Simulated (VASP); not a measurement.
Au: single point with PBE

Crystal: Au.

```
Au
1.0
     2.37665    0.00000    0.00000
    -1.18833    2.05824    0.00000
     0.00000    0.00000    2.29373
Au
1
Direct
  0.00000 0.00000 0.00000
```

```yaml
Program: VASP 6.6.1
Task: single point
Functional: PBE
Potentials_or_basis: VASP PAW PBE potentials, release 64 (Au_sv_GW)
Cutoff: 500 eV
k_mesh: 15 × 15 × 14
Occupations: fermi-dirac, width 0.08 eV
Spin: no spin polarisation
```

| Quantity | Value |
| --- | --- |
| Pressure | 303.9 GPa |

Stress tensor (GPa, compression positive):
```
303.81   0.00   0.00
  0.00 303.81   0.00
  0.00   0.00 303.99
```

Levels at points of the mesh, in eV from the Fermi level:
| k point | band 8 | band 9 | band 10 | band 11 | band 12 | band 13 |
| --- | --- | --- | --- | --- | --- | --- |
| (0.00, 0.00, 0.00) | -8.14 | -1.97 | -1.97 | 13.29 | 15.00 | 22.92 |
| (0.00, 0.00, 0.50) | -5.45 | -5.45 | -4.70 | 4.84 | 16.65 | 21.24 |

Wall time 24 s on 1 thread of Intel(R) Xeon(R) Platinum 8488C (Sapphire Rapids), on a shared host, peak memory 0.15 GiB.

Caveat: spin-orbit coupling is left out, which moves the levels of the heavy elements.
